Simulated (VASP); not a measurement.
# Nb (P6_3/mmc) in VASP: further runs

Runs on Nb. Level: PBE. Tasks: relaxation of cell and atoms.

Program: VASP 6.6.1. These are calculated values, not measurements. Logs are shortened: lines on timing, memory, paths and dates and some standing lists are left out, and cuts for length are marked.

## Step 1: The cell of the first run

The structure is hexagonal, space group P6_3/mmc (No. 194). The conventional cell has a = 2.515 Å, b = 2.515 Å, c = 4.074 Å, α = 90.00°, β = 90.00°, γ = 120.00°. Nb (site symmetry -6m2) has 12 Nb at 2.50 to 2.51 Å within 3.3 Å.

## Step 2: Relaxation of cell and atoms, PBE, target pressure 200 GPa, at which the enthalpy is minimised

Input file INCAR:

```
  PREC = Accurate
  ENCUT = 600
  EDIFF = 1E-7
  ISMEAR = -1
  SIGMA = 0.1
  LREAL = F
  LASPH = T
  NELM = 100
  ALGO = Normal
  ISIF = 3
  LWAVE = F
  LCHARG = F
  GGA = PE
  IBRION = 2
  NSW = 60
  EDIFFG = -0.005
  PSTRESS = 2000.0
```

Input file KPOINTS:

```
Automatic mesh
0
Gamma
  18 18 10
```

Input file POSCAR:

```
Nb
1.0
    2.5148602722      0.0000000000      0.0000000000
   -1.2574301361      2.1779328827      0.0000000000
    0.0000000000      0.0000000000      4.0740736410
Nb
2
Direct
    0.3333333333      0.6666666667      0.2500000000
    0.6666666667      0.3333333333      0.7500000000
```

Potentials or basis: VASP PAW PBE potentials, release 64 (Nb_sv).

On the command line:

```console
cat potpaw_PBE.64/Nb_sv/POTCAR > POTCAR
mpirun -np 1 vasp_std > vasp.out
```

OUTCAR:

```text
PREC = Accurate
   ENCUT = 600
   EDIFF = 1E-7
   ISMEAR = -1
   LREAL = F
   LASPH = T
   NELM = 100
   ISIF = 3
   GGA = PE
   IBRION = 2
   NSW = 60
   EDIFFG = -0.005
   PSTRESS = 2000.0

 ion  position               nearest neighbor table
   1  0.333  0.667  0.250-   2 2.50   2 2.50   2 2.50   2 2.50   2 2.50   2 2.50
   2  0.667  0.333  0.750-   1 2.50   1 2.50   1 2.50   1 2.50   1 2.50   1 2.50

  LATTYP: Found a hexagonal cell.
 ALAT       =     2.5148602722
 C/A-ratio  =     1.6200000000

  Lattice vectors:

 A1 = (   2.5148602722,   0.0000000000,   0.0000000000)
 A2 = (  -1.2574301361,   2.1779328827,   0.0000000000)
 A3 = (   0.0000000000,   0.0000000000,   4.0740736410)

Analysis of symmetry for initial positions (statically):
=====================================================================
 Subroutine PRICEL returns:
 Original cell was already a primitive cell.

 Routine SETGRP: Setting up the symmetry group for a
 hexagonal supercell.

 Subroutine GETGRP returns: Found 24 space group operations
 (whereof 12 operations were pure point group operations)
 out of a pool of 24 trial point group operations.

The static configuration has the point symmetry D_3d.
 The point group associated with its full space group is D_6h.

Analysis of symmetry for dynamics (positions and initial velocities):
=====================================================================
 Subroutine PRICEL returns:
 Original cell was already a primitive cell.

 Routine SETGRP: Setting up the symmetry group for a
 hexagonal supercell.

 Subroutine GETGRP returns: Found 24 space group operations
 (whereof 12 operations were pure point group operations)
 out of a pool of 24 trial point group operations.

The dynamic configuration has the point symmetry D_3d.
 The point group associated with its full space group is D_6h.

 Subroutine INISYM returns: Found 24 space group operations
 (whereof 12 operations are pure point group operations),
 and found     1 'primitive' translations

----------------------------------------------------------------------------------------

                                     Primitive cell

  volume of cell :      22.3145

  direct lattice vectors                    reciprocal lattice vectors
     2.514860272  0.000000000  0.000000000     0.397636406  0.229575486  0.000000000
    -1.257430136  2.177932883  0.000000000     0.000000000  0.459150972  0.000000000
     0.000000000  0.000000000  4.074073641     0.000000000  0.000000000  0.245454572

  length of vectors
     2.514860272  2.514860272  4.074073641     0.459150972  0.459150972  0.245454572

  position of ions in fractional coordinates (direct lattice)
     0.333333333  0.666666667  0.250000000
     0.666666667  0.333333333  0.750000000

  ion indices of the primitive-cell ions
   primitive index   ion index
                 1           1
                 2           2

----------------------------------------------------------------------------------------

 KPOINTS: Automatic mesh

Automatic generation of k-mesh.
 Grid dimensions read from file:
 generate k-points for:   18   18   10

 Generating k-lattice:

  Cartesian coordinates                     Fractional coordinates (reciprocal lattice)
     0.022090911  0.012754194  0.000000000     0.055555556  0.000000000  0.000000000
     0.000000000  0.025508387  0.000000000     0.000000000  0.055555556  0.000000000
     0.000000000  0.000000000  0.024545457     0.000000000  0.000000000  0.100000000

  Length of vectors
     0.025508387  0.025508387  0.024545457

  Shift w.r.t. Gamma in fractional coordinates (k-lattice)
     0.000000000  0.000000000  0.000000000

 Subroutine IBZKPT returns following result:
 ===========================================

 Found    222 irreducible k-points:

 Following reciprocal coordinates:
            Coordinates               Weight
  0.000000  0.000000  0.000000      1.000000
  0.055556  0.000000  0.000000      6.000000
  0.111111  0.000000  0.000000      6.000000
  0.166667  0.000000  0.000000      6.000000
  0.222222  0.000000  0.000000      6.000000
  0.277778  0.000000  0.000000      6.000000
[... 16 lines left out ...]
  0.333333  0.111111  0.000000     12.000000
  0.388889  0.111111  0.000000     12.000000
 [... further k-points ...]
   k-points           NKPTS =    222   k-points in BZ     NKDIM =    222   number of bands    NBANDS=     17
   number of dos      NEDOS =    301   number of ions     NIONS =      2
   total plane-waves  NPLWV =  14400
   dimension x,y,z NGX =    20 NGY =   20 NGZ =   36
   dimension x,y,z NGXF=    40 NGYF=   40 NGZF=   72
   ions per type =               2
   NGX,Y,Z   is equivalent  to a cutoff of  13.22, 13.22, 14.69 a.u.
   NGXF,Y,Z  is equivalent  to a cutoff of  26.44, 26.44, 29.38 a.u.
 SYSTEM =  unknown system
   PREC   = accura    normal or accurate (medium, high low for compatibility)
   ISTART =      0    job   : 0-new  1-cont  2-samecut
   ICHARG =      2    charge: 1-file 2-atom 10-const
   ISPIN  =      1    spin polarized calculation?
   LNONCOLLINEAR =      F non collinear calculations
   LSORBIT =      F    spin-orbit coupling
   LASPH  =      T    aspherical Exc in radial PAW
   ENCUT  =  600.0 eV  44.10 Ry    6.64 a.u.   5.02  5.02  8.14*2*pi/ulx,y,z
   NELM   =    100;   NELMIN=  2; NELMDL= -5     # of ELM steps
   EDIFF  = 0.1E-06   stopping-criterion for ELM
   LREAL  =      F    real-space projection
   EDIFFG = -.5E-02   stopping-criterion for IOM
   NSW    =     60    number of steps for IOM
   IBRION =      2    ionic relax: 0-MD 1-quasi-New 2-CG
   NFREE  =      1    steps in history (QN), initial steepest desc. (CG)
   ISIF   =      3    stress and relaxation
   ISYM   =      2    0-nonsym 1-usesym 2-fastsym
   POTIM  = 0.5000    time-step for ionic-motion
   TEBEG  =    0.0;   TEEND  =   0.0 temperature during run
   PSTRESS= 2000.0 pullay stress
   NELECT =      26.0000    total number of electrons
   NUPDOWN=      -1.0000    fix difference up-down
   EMIN   =  10.00;   EMAX   =-10.00  energy-range for DOS
   EFERMI =   0.00;   METHOD = LEGACY
   ISMEAR =    -1;   SIGMA  =   0.10  broadening in eV -4-tet -1-fermi 0-gaus
   EFERMI_NEDOS =   21; number of points for ismear=-14 and -15
   IALGO  =     38    algorithm
   IMIX   =      4    mixing-type and parameters
     AMIX     =   0.40;   BMIX     =  1.00
     AMIX_MAG =   1.60;   BMIX_MAG =  1.00
  volume/ion in A,a.u.               =      11.16        75.29
  Fermi-wavevector in a.u.,A,eV,Ry     =   1.722676  3.255385 40.376809  2.967612
  Thomas-Fermi vector in A             =   2.798696
   LORBIT       =      0    0 simple, 1 ext, 2 COOP (PROOUT), +10 PAW based schemes
   GGA     = PE    functional components
   LHFCALC =     F    Hartree Fock is set to
   AEXX    =    0.0000 exact exchange contribution
   IVDW    =     0    specifies the selected vdW correction
   LEPSILON=     F    determine dielectric tensor
   LRPA    =     F    only Hartree local field effects (RPA)
 conjugate gradient relaxation of ions
 non-spin polarized calculation
  energy-cutoff  :      600.00
  volume of cell :       22.31
 maximum number of plane-waves:       772
 NGX is ok and might be reduce to    20
   NGX =  9   NGY =  9   NGZ = 17

--------------------------------------- Ionic step        1  -------------------------------------------

 number of electron      26.0000000 magnetization

 Free energy of the ion-electron system (eV)
  ---------------------------------------------------
  ext. energy  EPLUGINS =         0.00000000
  ---------------------------------------------------
  free energy    TOTEN  =       -13.22949657 eV

  energy without entropy =      -13.17980455  energy(sigma->0) =      -13.20465056

------------------------ aborting loop because EDIFF is reached ----------------------------------------

  FORCE on cell =-STRESS in cart. coord.  units (eV):
  Direction    XX          YY          ZZ          XY          YZ          ZX
  --------------------------------------------------------------------------------------
  -------------------------------------------------------------------------------------
  Total       27.8688968     27.8688968     30.6558078      0.0000000      0.0000000      0.0000000
  in kB     2000.9817709   2000.9817709   2201.0814820      0.0000000      0.0000000      0.0000000
  external PRESSURE =      67.6816746 kB  Pullay stress =    2000.0000000 kB
[... 93 lines left out ...]
  FREE ENERGIE OF THE ION-ELECTRON SYSTEM (eV)
  ---------------------------------------------------
  free  energy   TOTEN  =       -13.9400540490 eV

  energy  without entropy=      -13.8901083857  energy(sigma->0) =      -13.91508122

  enthalpy is  TOTEN    =        14.5937407166 eV   P V=       28.5337947655

[... ionic steps 4 to 9 ...]

--------------------------------------- Ionic step       10  -------------------------------------------

 number of electron      25.9999999 magnetization

------------------------ aborting loop because EDIFF is reached ----------------------------------------

  FORCE on cell =-STRESS in cart. coord.  units (eV):
  Direction    XX          YY          ZZ          XY          YZ          ZX
  --------------------------------------------------------------------------------------
  -------------------------------------------------------------------------------------
  Total       28.1531175     28.1531175     28.1556936      0.0000000     -0.0000000      0.0000000
  in kB     2000.6420842   2000.6420843   2000.8251507      0.0000000     -0.0000000      0.0000000
  external PRESSURE =       0.7031064 kB  Pullay stress =    2000.0000000 kB
[... 61 lines left out ...]
  enthalpy is  TOTEN    =        14.5359725118 eV   P V=       28.1500792591

--------------------------------------- Ionic step       12  -------------------------------------------

 number of electron      25.9999999 magnetization

 Free energy of the ion-electron system (eV)
  ---------------------------------------------------
  ext. energy  EPLUGINS =         0.00000000
  ---------------------------------------------------
  free energy    TOTEN  =       -13.61086888 eV

  energy without entropy =      -13.56000075  energy(sigma->0) =      -13.58543482

 E-fermi :  19.7882     XC(G=0): -15.1250

 val. band max:       19.7817992774   @ k =   0.1111   0.0000   0.3000
 cond. band min:      19.7941252927   @ k =   0.0556   0.0556   0.1000
 fundamental gap:      0.0123260153
 Fermi energy:        19.7881618652

 k-point     1 :       0.0000    0.0000    0.0000
  band No.  band energies     occupation
      1     -35.7193      2.00000
      2     -34.7019      2.00000
      3     -13.6295      2.00000
      4      -9.1223      2.00000
      5      -8.9737      2.00000
      6      -8.9737      2.00000
[... 9 lines left out ...]
     16      22.8981      0.00000
     17      22.8981      0.00000
[... 443 lines left out ...]
      1     -34.3165      2.00000
      2     -33.9677      2.00000
      3     -13.3989      2.00000
      4     -12.7495      2.00000
      5     -11.4204      2.00000
      6     -10.5826      2.00000
[... 9 lines left out ...]
     16      26.7134      0.00000
     17      26.9746      0.00000

 [... further k-points ...]
[... 5 lines left out ...]
  --------------------------------------------------------------------------------------
  -------------------------------------------------------------------------------------
  Total       28.1472834     28.1472834     28.1462934      0.0000000     -0.0000000      0.0000000
  in kB     2000.0314603   2000.0314604   1999.9611137      0.0000000     -0.0000000      0.0000000
  external PRESSURE =       0.0080115 kB  Pullay stress =    2000.0000000 kB
[... 17 lines left out ...]
  FREE ENERGIE OF THE ION-ELECTRON SYSTEM (eV)
  ---------------------------------------------------
  free  energy   TOTEN  =       -13.6108688832 eV

  energy  without entropy=      -13.5600007491  energy(sigma->0) =      -13.58543482

  enthalpy is  TOTEN    =        14.5359717967 eV   P V=       28.1468406798

 reached required accuracy - stopping structural energy minimisation
```

Wall time 8.9 min (1 thread of AMD EPYC 7R13, shared host); peak memory 0.22 GiB.

Results:

```yaml
Free_energy: -13.6109 eV
Relaxed_volume: 11.27 Å³/atom
Relaxed_cell: a = 2.459 Å, b = 2.459 Å, c = 4.307 Å, α = 90.00°, β = 90.00°, γ = 120.00°
Space_group_after_relaxing_to_0.05_Å: P6_3/mmc (No. 194)
Energy_change_on_relaxing_the_enthalpy_is_what_falls: -190.7 meV/atom
Ionic_steps: 12
Pressure_after_relaxing: 200.0 GPa
Band_gap_on_the_k_mesh: zero (band 13 reaches 22.60 eV, above the bottom of band 14 at 18.45 eV)
```

The path:
| step | energy change (eV) | largest force (eV/Å) | pressure (GPa) | volume (Å³) |
| --- | --- | --- | --- | --- |
| 1 | 0.0000 | 0.0000 | 206.77 | 22.31 |
| 2 | -1.8229 | 0.0000 | 160.81 | 23.84 |
| 3 | -0.7106 | 0.0000 | 188.92 | 22.86 |
| 4 | -0.6094 | 0.0000 | 193.35 | 22.74 |
| 5 | -0.5388 | 0.0000 | 195.88 | 22.68 |
| 6 | -0.2109 | 0.0000 | 204.43 | 22.41 |
| 7 | -0.3847 | 0.0000 | 199.90 | 22.55 |
| 8 | -0.3816 | 0.0000 | 199.97 | 22.55 |
| 9 | -0.3803 | 0.0000 | 200.02 | 22.55 |
| 10 | -0.3786 | 0.0000 | 200.07 | 22.55 |
| 11 | -0.3846 | 0.0000 | 199.92 | 22.55 |
| 12 | -0.3814 | 0.0000 | 200.00 | 22.55 |

Final structure:
```
Nb
1.0
     2.45861    0.00000    0.00000
    -1.22930    2.12922    0.00000
     0.00000    0.00000    4.30727
Nb
2
Direct
  0.33333 0.66667 0.25000
  0.66667 0.33333 0.75000
```

Caveat: the cell is relaxed towards a set pressure, so the enthalpy falls and the energy may rise.

## Step 3: Relaxation of cell and atoms, PBE, target pressure 200 GPa, at which the enthalpy is minimised

This run uses another cell than the first one, of 11.27 Å³/atom, 1.010 times its volume.

Input file INCAR:

```
PREC     = Accurate       # precision mode
ENCUT    = 600            # plane-wave cutoff, eV
EDIFF    = 1E-7           # SCF threshold, eV
ISMEAR   = -1             # smearing method
SIGMA    = 0.1            # smearing width, eV
LREAL    = F              # projectors in reciprocal space
LASPH    = T              # aspherical terms in the spheres
NELM     = 60             # most SCF steps
ALGO     = Normal         # electronic algorithm
ISIF     = 3              # what is computed and relaxed
LWAVE    = F              # write WAVECAR
LCHARG   = F              # write CHGCAR
GGA      = PE             # functional
IBRION   = 2              # ionic algorithm
NSW      = 32             # ionic steps
EDIFFG   = -0.005         # ionic threshold
PSTRESS  = 2000.0
```

KPOINTS is that of step 2.

Input file POSCAR:

```
Nb
1.0
    2.4577168726      0.0000000000      0.0000000000
   -1.2288584363      2.1284452470      0.0000000000
    0.0000000000      0.0000000000      4.3083649772
Nb
2
Direct
    0.3333333333      0.6666666667      0.2500000000
    0.6666666667      0.3333333333      0.7500000000
```

Potentials or basis: VASP PAW PBE potentials, release 64 (Nb_sv).

On the command line:

```console
cat potpaw_PBE.64/Nb_sv/POTCAR > POTCAR
mpirun -np 1 vasp_std > vasp.out
```

Wall time 3.2 min (1 thread of AMD EPYC 7R13, shared host); peak memory 0.22 GiB.

Results (log left out):

* Free energy: -13.6111 eV
* Relaxed volume: 11.27 Å³/atom
* Relaxed cell: a = 2.459 Å, b = 2.459 Å, c = 4.307 Å, α = 90.00°, β = 90.00°, γ = 120.00°
* Space group after relaxing (to 0.05 Å): P6_3/mmc (No. 194)
* Energy change on relaxing (the enthalpy is what falls): -6.6 meV/atom
* Ionic steps: 4
* Pressure after relaxing: 200.0 GPa
* Band gap on the k mesh: zero (band 13 reaches 22.60 eV, above the bottom of band 14 at 18.45 eV)

The path:
| step | energy change (eV) | largest force (eV/Å) | pressure (GPa) | volume (Å³) |
| --- | --- | --- | --- | --- |
| 1 | 0.0000 | 0.0000 | 200.39 | 22.54 |
| 2 | -0.1113 | 0.0000 | 197.37 | 22.63 |
| 3 | -0.0155 | 0.0000 | 199.97 | 22.55 |
| 4 | -0.0132 | 0.0000 | 200.01 | 22.55 |

Final structure:
```
CELL_PARAMETERS angstrom
2.45870 0.00000 0.00000
-1.22935 2.12930 0.00000
0.00000 0.00000 4.30694
ATOMIC_POSITIONS crystal
Nb 0.33333 0.66667 0.25000
Nb 0.66667 0.33333 0.75000
```

Levels at points of the mesh, in eV from the Fermi level:
```
           k point  band 9  band 10  band 11  band 12  band 13  band 14  band 15  band 16  band 17
(0.00, 0.00, 0.00)   -6.29    -5.75    -2.03    -0.55    -0.55     0.51     0.51     3.11     3.11
(0.50, 0.00, 0.00)   -7.12    -6.38    -5.11    -0.66    -0.43     0.91     1.95     8.04     9.14
(0.00, 0.00, 0.50)   -4.69    -4.69    -0.94    -0.94    -0.50    -0.50    -0.50    -0.50     5.87
(0.50, 0.00, 0.50)   -6.77    -6.77    -5.02    -5.02     2.72     2.72     4.63     4.63     9.46
```

Caveat: the cell is relaxed towards a set pressure, so the enthalpy falls and the energy may rise.
